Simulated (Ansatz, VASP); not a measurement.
**Two plane-wave programs on Ir2Rh**

```
CELL_PARAMETERS angstrom
2.74073 0.00000 0.00000
-1.37036 2.37354 0.00000
0.00000 0.00000 13.29178
ATOMIC_POSITIONS crystal
Ir 0.33333 0.66667 0.91592
Ir 0.33333 0.66667 0.25093
Ir 0.66667 0.33333 0.08408
Ir 0.66667 0.33333 0.74907
Rh 0.33333 0.66667 0.58339
Rh 0.66667 0.33333 0.41661
```

Alike in both runs: functional PBE; k mesh 18 × 18 × 4; occupations gaussian, width 0.1 eV; no spin polarisation.

Ansatz relaxed the structure, and its values are those at the end. VASP's run is a single point on that final structure, the one shown.

|  | VASP | Ansatz |
| --- | --- | --- |
| version | VASP 6.6.1 | Ansatz 0.2.0 |
| potentials or method | VASP PAW PBE potentials, release 64 (Ir, Rh_pv), cutoff 520 eV | scalar-relativistic, plane waves, PAW |
| valence electrons in the cell | 66 | 102 |

```tsv
	VASP	Ansatz	Ansatz less VASP
gap on the k mesh at the Fermi level (eV)	none	none	-
pressure (GPa)	0.4	0.0	-0.37
rms of the force components (eV/Å)	0.010	0.001	-0.0092
```

A gap of «none» marks a metal or a gap that the smearing closes. With one functional, cell and mesh, what is left measures potentials, basis and numerics. VASP's potentials hold 66 valence electrons a cell and Ansatz's 102, so a difference there can come from the potentials and not from the codes.

Neither program's run includes spin-orbit coupling.
